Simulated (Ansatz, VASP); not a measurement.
CsH: VASP beside Ansatz

INCAR

```
SYSTEM = CsH
  ALGO = Normal
  EDIFF = 1E-7
  ENCUT = 520
  ISIF = 2
  ISMEAR = 0
  LASPH = .TRUE.
  LCHARG = .FALSE.
  LREAL = .FALSE.
  LWAVE = .FALSE.
  NBANDS = 12
  NELM = 80
  PREC = Accurate
  SIGMA = 0.05
```

The input KPOINTS:

```
k-points
0
G
  8 8 8
  0 0 0
```

The input POSCAR:

```
CsH
1.0
    0.0000000000      3.0604800000      3.4430400000
    3.0604800000      0.0000000000      3.4430400000
    3.0604800000      3.0604800000      0.0000000000
Cs H
1 1
Direct
    0.0000000000      0.0000000000      0.0000000000
    0.5000000000      0.5000000000      0.5000000000
```

Input for Ansatz:

```yaml
crystal:
  lattice:
    - [0.0, 3.06048, 3.44304]
    - [3.06048, 0.0, 3.44304]
    - [3.06048, 3.06048, 0.0]
  atoms:
    - { symbol: Cs, position: [0.0, 0.0, 0.0] }
    - { symbol: H, position: [0.5, 0.5, 0.5] }
basis:
  ecutwfc: 420
kpoints:
  mp_grid: { grid: [8, 8, 8] }
hamiltonian:
  xc: lda
scf:
  occupations: { method: gaussian, width: 0.05 }
output:
  forces: true
  stress: true
  eigenvalues: true
```

Change from the starting cell: strain -0.040 along x and y, +0.080 along z, atoms carried along.

Alike in both runs: task single point; functional LDA; k mesh 8 × 8 × 8; occupations gaussian, width 0.05 eV; no spin polarisation.

```csv
,VASP,Ansatz
version,VASP 6.6.1,Ansatz 0.2.0
potentials or method,"VASP PAW LDA potentials, release 64 (Cs_sv, H), cutoff 520 eV","scalar-relativistic, plane waves, PAW"
valence electrons in the cell,10,10
```

Ansatz gave:

| Quantity | Value |
| --- | --- |
| gap on the k mesh at the Fermi level (eV) | 1.89 |
| least direct gap on the mesh (eV) | 1.89 |
| pressure (GPa) | -0.9 |
| traceless stress, the component that is largest in VASP (GPa) | -1.18 |

Problem. Which values does VASP return?

Solution. gap on the k mesh at the Fermi level (eV): 1.87; least direct gap on the mesh (eV): 1.87; pressure (GPa): -0.9; traceless stress, the component that is largest in VASP (GPa): -1.21.

LDA's correlation is that of Perdew and Zunger in VASP and of Perdew and Wang (1992) in Ansatz.

Spin-orbit coupling is off throughout.
